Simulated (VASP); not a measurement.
Input of a VASP 6.6.1 run:

The input INCAR:

```
SYSTEM = Ca
PREC = Accurate
ENCUT = 600
EDIFF = 1E-7
ISMEAR = 0
SIGMA = 0.1
LREAL = .FALSE.
LASPH = .TRUE.
NELM = 80
ALGO = Fast
ISIF = 3
LWAVE = .FALSE.
LCHARG = .FALSE.
IBRION = 2
NSW = 100
EDIFFG = -0.005
```

File KPOINTS:

```
Automatic mesh
0
G
  14 14 14
  0 0 0
```

Contents of POSCAR:

```
Ca
1.0
    0.0000000000      2.7942000000      2.7942000000
    2.7942000000      0.0000000000      2.7942000000
    2.7942000000      2.7942000000      0.0000000000
Ca
1
Direct
    0.0000000000      0.0000000000      0.0000000000
```

Potentials or basis: VASP PAW LDA potentials, release 64 (Ca_sv).

Command:

```sh
$ cat potpaw_LDA.64/Ca_sv/POTCAR > POTCAR
$ mpirun -np 1 vasp_std > vasp.out
```

Question: Estimate the band gap on the k mesh.

Answer: Zero (band 5 reaches 2.29 eV, above the bottom of band 6 at 2.19 eV).

Question: What does it give for the space group after relaxing (to 0.05 Å)?

Answer: Fm-3m (No. 225).

Question: What does it give for the relaxed cell?

Answer: a = 3.775 Å, b = 3.775 Å, c = 3.775 Å, α = 60.00°, β = 60.00°, γ = 60.00°.

Step by step:
| step | energy change (eV) | largest force (eV/Å) | pressure (GPa) | volume (Å³) |
| --- | --- | --- | --- | --- |
| 1 | 0.0000 | 0.0000 | -2.11 | 43.63 |
| 2 | -0.0343 | 0.0000 | -0.92 | 40.10 |
| 3 | -0.0403 | 0.0000 | -0.11 | 38.27 |
| 4 | -0.0404 | 0.0000 | 0.01 | 38.04 |

Caveat: the volume moved by -13 % from the deposited cell, more than functionals usually miss. LDA usually gives volumes a few per cent too small.
